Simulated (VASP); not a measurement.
A run of VASP 6.6.1:

File INCAR:

```
SYSTEM = Ge4N
  PREC = Accurate
  ENCUT = 600
  EDIFF = 1E-6
  ISMEAR = 0
  SIGMA = 0.1
  LREAL = .False.
  LASPH = .True.
  NELM = 100
  ALGO = Normal
  ISIF = 3
  LWAVE = .False.
  LCHARG = .False.
  GGA = PE
  IBRION = 2
  NSW = 100
  EDIFFG = -0.01
```

File KPOINTS:

```
regular mesh
0
Gamma
  10 10 8
  0 0 0
```

File POSCAR:

```
Ge4N
1.0
    4.0974790782      0.0000000000      0.0000000000
    0.0000000000      4.0974790782      0.0000000000
    0.0000000000      0.0000000000      5.3308839888
Ge N
4 1
Direct
    0.5000000000      0.0000000000      0.5000000000
    0.0000000000      0.5000000000      0.5000000000
    0.5000000000      0.0000000000      0.0000000000
    0.0000000000      0.5000000000      0.0000000000
    0.5000000000      0.5000000000      0.0000000000
```

Potentials or basis: VASP PAW PBE potentials, release 64 (Ge_d, N).

Command:

```console
$ cat potpaw_PBE.64/Ge_d/POTCAR potpaw_PBE.64/N/POTCAR > POTCAR
$ mpirun -np 1 vasp_std > vasp.out
```

Hardware: 1 thread of AMD EPYC 9R45 96-Core Processor (Zen 5), with other jobs on the host.

Question: How long does it take, and how much memory?

Answer: It took 6.9 min on 1 thread of AMD EPYC 9R45 96-Core Processor (Zen 5), with other jobs on the host, peak memory 0.43 GiB. Counts: scf iterations 23, k points 105, ion steps 2.
